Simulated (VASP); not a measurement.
# TiN (Fm-3m) in VASP: a series of runs, part 2 of 2

VASP 6.6.1. Earlier steps stand in the parts before.

## (4) Single point, PBEsol

This run uses another cell than the first one, of 9.29 Å³/atom, 1.047 times its volume.

Input file INCAR:

```
ALGO     = Normal         # electronic algorithm
EDIFF    = 1E-6           # SCF threshold, eV
ENCUT    = 520            # plane-wave cutoff, eV
GGA      = PS             # functional
ISIF     = 2              # what is computed and relaxed
ISMEAR   = 0              # smearing method
LASPH    = T              # aspherical terms in the spheres
LCHARG   = F              # write CHGCAR
LREAL    = F              # projectors in reciprocal space
LWAVE    = F              # write WAVECAR
NBANDS   = 16             # bands
NELM     = 60             # most SCF steps
PREC     = Accurate       # precision mode
SIGMA    = 0.1            # smearing width, eV
```

Input file KPOINTS:

```
k-points
0
Gamma
  18 18 18
```

Input file POSCAR:

```
TiN
1.0
    0.0000000000      2.1019666396      2.1019666396
    2.1019666396      0.0000000000      2.1019666396
    2.1019666396      2.1019666396      0.0000000000
Ti N
1 1
Direct
    0.0000000000      0.0000000000      0.0000000000
    0.5000000000      0.5000000000      0.5000000000
```

Potentials or basis: VASP PAW PBE potentials, release 64 (Ti_sv, N).

The run is started by

```console
> cat potpaw_PBE.64/Ti_sv/POTCAR potpaw_PBE.64/N/POTCAR > POTCAR
> mpirun -np 1 vasp_std > vasp.out
```

OUTCAR:

```text
EDIFF = 1E-6
   ENCUT = 520
   GGA = PS
   ISIF = 2
   ISMEAR = 0
   LASPH = T
   LREAL = F
   NELM = 60
   PREC = Accurate

 ion  position               nearest neighbor table
   1  0.000  0.000  0.000-   2 2.10   2 2.10   2 2.10   2 2.10   2 2.10   2 2.10
   2  0.500  0.500  0.500-   1 2.10   1 2.10   1 2.10   1 2.10   1 2.10   1 2.10

  LATTYP: Found a face centered cubic cell.
 ALAT       =     4.2039332792

  Lattice vectors:

 A1 = (   0.0000000000,   2.1019666396,   2.1019666396)
 A2 = (   2.1019666396,   0.0000000000,   2.1019666396)
 A3 = (   2.1019666396,   2.1019666396,   0.0000000000)

Analysis of symmetry for initial positions (statically):
=====================================================================
 Subroutine PRICEL returns:
 Original cell was already a primitive cell.

 Routine SETGRP: Setting up the symmetry group for a
 face centered cubic supercell.

 Subroutine GETGRP returns: Found 48 space group operations
 (whereof 48 operations were pure point group operations)
 out of a pool of 48 trial point group operations.

The static configuration has the point symmetry O_h .

Analysis of symmetry for dynamics (positions and initial velocities):
[... 160 lines left out ...]
 E-fermi :  11.6744     XC(G=0): -13.3717

 val. band max:       11.6383218441   @ k =  -0.1667   0.1111   0.0000
 cond. band min:      11.6829411672   @ k =   0.4444   0.2222   0.1111
 fundamental gap:      0.0446193231
 Fermi energy:        11.6743716978

 k-point     1 :       0.0000    0.0000    0.0000
  band No.  band energies     occupation
      1     -45.8919      2.00000
      2     -21.9509      2.00000
      3     -21.9509      2.00000
      4     -21.9509      2.00000
      5      -5.5289      2.00000
      6       9.6235      2.00000
[... 433 lines left out ...]
      3     -22.0046      2.00000
      4     -21.9709      2.00000
      5      -4.4262      2.00000
      6       6.0945      2.00000
[... 8 lines left out ...]
     15      24.7860      0.00000
     16      28.9877      0.00000

 [... further k-points ...]

------------------------ aborting loop because EDIFF is reached ----------------------------------------

  FORCE on cell =-STRESS in cart. coord.  units (eV):
  Direction    XX          YY          ZZ          XY          YZ          ZX
  --------------------------------------------------------------------------------------
  -------------------------------------------------------------------------------------
  Total        0.0543282      0.0543282      0.0543282      0.0000000     -0.0000000      0.0000000
  in kB        4.6862809      4.6862809      4.6862809      0.0000000     -0.0000000      0.0000000
  external PRESSURE =       4.6862809 kB  Pullay stress =       0.0000000 kB

 VOLUME and BASIS-vectors are now :
 -----------------------------------------------------------------------------
  energy-cutoff  :      520.00
  volume of cell :       18.57
      direct lattice vectors                 reciprocal lattice vectors
     0.000000000  2.101966640  2.101966640    -0.237872472  0.237872472  0.237872472
     2.101966640  0.000000000  2.101966640     0.237872472 -0.237872472  0.237872472
     2.101966640  2.101966640  0.000000000     0.237872472  0.237872472 -0.237872472

 POSITION                                       TOTAL-FORCE (eV/Angst)
 -----------------------------------------------------------------------------------
      0.00000      0.00000      0.00000        -0.000000     -0.000000      0.000000
      2.10197      2.10197      2.10197         0.000000      0.000000     -0.000000
 -----------------------------------------------------------------------------------
    total drift:                                0.000000     -0.000000     -0.000000

  FREE ENERGIE OF THE ION-ELECTRON SYSTEM (eV)
  ---------------------------------------------------
  free  energy   TOTEN  =       -20.7821227649 eV

  energy  without entropy=      -20.7781069651  energy(sigma->0) =      -20.78011486
```

Run time: 28 s. Hardware: 1 thread of Intel Xeon 6975P-C (Granite Rapids), shared host; peak memory 0.18 GiB.

Results:

```yaml
Free_energy: -20.7821 eV
Pressure: 0.5 GPa
```

Caveat: the PAW data sets were made with another functional, which shifts forces and pressure a little.

## (5) Single point, PBEsol

This run uses another cell than the first one, of 9.20 Å³/atom, 1.036 times its volume.

Edit INCAR of step 4 so:

```diff
@@ -1,3 +1,3 @@
 ALGO     = Normal         # electronic algorithm
-EDIFF    = 1E-6           # SCF threshold, eV
+EDIFF    = 1E-7           # SCF threshold, eV
 ENCUT    = 520            # plane-wave cutoff, eV
@@ -11,3 +11,3 @@
 NBANDS   = 16             # bands
-NELM     = 60             # most SCF steps
+NELM     = 80             # most SCF steps
 PREC     = Accurate       # precision mode
```

KPOINTS is that of step 4.

Input file POSCAR:

```
TiN
1.0
    0.0000000000      2.0951090596      2.0951090596
    2.0951090596      0.0000000000      2.0951090596
    2.0951090596      2.0951090596      0.0000000000
Ti N
1 1
Direct
    0.0000000000      0.0000000000      0.0000000000
    0.5000000000      0.5000000000      0.5000000000
```

The run is started by

```console
> cat potpaw_PBE.64/Ti_sv/POTCAR potpaw_PBE.64/N/POTCAR > POTCAR
> mpirun -np 1 vasp_std > vasp.out
```

It took 26 s on 1 thread of Intel Xeon 6975P-C (Granite Rapids), shared host; peak memory 0.18 GiB.

The run converged. Its results:

| Property | Result |
| --- | --- |
| Free energy | -20.7797 eV |
| Pressure | 3.5 GPa |

Levels at points of the mesh, in eV from the Fermi level:
| k point | band 6 | band 7 | band 8 | band 9 | band 10 | band 11 | band 12 | band 13 |
| --- | --- | --- | --- | --- | --- | --- | --- | --- |
| (0.00, 0.00, 0.00) | -2.06 | -2.06 | -2.06 | -0.66 | -0.66 | -0.66 | 0.61 | 0.61 |
| (0.50, 0.00, 0.00) | -8.34 | -5.68 | -5.68 | 1.81 | 1.81 | 2.53 | 6.08 | 6.08 |
| (0.50, 0.50, 0.00) | -5.92 | -3.27 | -3.27 | -3.27 | 1.75 | 2.56 | 2.56 | 3.94 |

Caveat: the PAW data sets were made with another functional, which shifts forces and pressure a little.

## (6) Overview

```tsv
cell	gap on the mesh (eV)	pressure (GPa)
a = 2.928 Å, angles 60.0°, 2 atoms	none	15.6
a = 2.948 Å, angles 60.0°, 2 atoms	none	8.5
a = 2.973 Å, angles 60.0°, 2 atoms	none	0.5
a = 2.963 Å, angles 60.0°, 2 atoms	none	3.5
```

Alike in all rows: task single point; level PBEsol; potentials or basis VASP PAW PBE potentials, release 64 (Ti_sv, N); no spin polarisation; k mesh 18 × 18 × 18; cutoff (eV) 520; smearing gaussian 0.1 eV.

Caveats: the PAW data sets were made with another functional, which shifts forces and pressure a little.

Absolute energies hang on the potentials; compare differences alone.
